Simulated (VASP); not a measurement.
Wanted: the native input for a VASP 6.6.1 run.

* Task: single point
* Functional: revPBE
* Potentials or basis: VASP PAW PBE potentials, release 64 (C)
* Cutoff: 520 eV
* k mesh: 12 × 12 × 3
* Occupations: fermi-dirac, width 0.05 eV
* Spin: no spin polarisation
* Dipole correction: no
* Further INCAR settings: ALGO = Normal; EDIFF = 1e-06; NBANDS = 36

The structure of C lies in POSCAR:

```
C
1.0
    2.5295393078      0.0000000000      0.0000000000
   -1.2647696539      2.1906453005      0.0000000000
    0.0000000000      0.0000000000     12.4725925737
C
12
Direct
    0.6666666667      0.3333333333      0.3549017419
    0.3333333333      0.6666666667      0.8549017419
    0.6666666667      0.3333333333      0.1450982581
    0.3333333333      0.6666666667      0.6450982581
    0.6666666667      0.3333333333      0.4792339578
    0.3333333333      0.6666666667      0.9792339578
    0.6666666667      0.3333333333      0.0207660422
    0.3333333333      0.6666666667      0.5207660422
    0.0000000000      0.0000000000      0.8131419864
    0.0000000000      0.0000000000      0.3131419864
    0.0000000000      0.0000000000      0.6868580136
    0.0000000000      0.0000000000      0.1868580136
```

The input as run:

INCAR

```
SYSTEM = C
ALGO = Normal
EDIFF = 1E-6
ENCUT = 520
GGA = RE
ISIF = 2
ISMEAR = -1
LASPH = .TRUE.
LCHARG = .FALSE.
LREAL = .FALSE.
LWAVE = .FALSE.
NBANDS = 36
NELM = 80
PREC = Accurate
SIGMA = 0.05
```

KPOINTS

```
k-points
0
G
  12 12 3
  0 0 0
```

Potentials or basis: VASP PAW PBE potentials, release 64 (C).

The run is started by

```console
$ cat potpaw_PBE.64/C/POTCAR > POTCAR
$ mpirun -np 1 vasp_std > vasp.out
```

Results of the run:

```json
{
  "Pressure": "0.5 GPa",
  "Largest force": "0.005 eV/Å",
  "Band gap on the k mesh": "4.40 eV (least direct gap 5.35 eV)"
}
```

Caveat: the PAW data sets were made with another functional, which shifts forces and pressure a little; an odd mesh through Γ misses points on the zone boundary, where band edges can lie.

It took 43 s on 1 thread of AMD EPYC 9R45 96-Core Processor (Zen 5), on a shared host, peak memory 0.18 GiB.
